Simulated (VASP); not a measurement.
Write the native input for VASP 6.6.1 that does the following.

```yaml
Task: single point
Functional: PBEsol
Potentials_or_basis: VASP PAW PBE potentials, release 64 (Sr_sv)
Cutoff: 520 eV
k_mesh: 10 × 10 × 10
Occupations: gaussian, width 0.03 eV
Spin: no spin polarisation
Dipole_correction: no
Further_INCAR_settings: ALGO = Normal; EDIFF = 1e-06; NBANDS = 11
```

The structure of Sr lies in POSCAR:

```
Sr
1.0
    0.0000000000      3.0423500000      3.0423500000
    3.0423500000      0.0000000000      3.0423500000
    3.0423500000      3.0423500000      0.0000000000
Sr
1
Direct
    0.0000000000      0.0000000000      0.0000000000
```

The input as run:

INCAR

```
SYSTEM = Sr
PREC = Accurate
ENCUT = 520
EDIFF = 1E-6
ISMEAR = 0
SIGMA = 0.03
LREAL = .False.
LASPH = .True.
NELM = 100
ALGO = Normal
ISIF = 2
LWAVE = .False.
LCHARG = .False.
GGA = PS
NBANDS = 11
```

KPOINTS

```
Automatic mesh
0
Gamma
  10 10 10
  0 0 0
```

Potentials or basis: VASP PAW PBE potentials, release 64 (Sr_sv).

Run with:

```bash
$ cat potpaw_PBE.64/Sr_sv/POTCAR > POTCAR
$ mpirun -np 1 vasp_std > vasp.out
```

Results of the run:

The pressure is -0.9 GPa and the band gap on the k mesh is zero (band 5 reaches 1.47 eV, above the bottom of band 6 at 1.42 eV).

Caveat: the PAW data sets were made with another functional, which shifts forces and pressure a little.

It took 12 s on 1 thread of Intel(R) Xeon(R) Platinum 8124M CPU @ 3.00GHz (Skylake/Cascade Lake), on a shared host, peak memory 0.18 GiB.
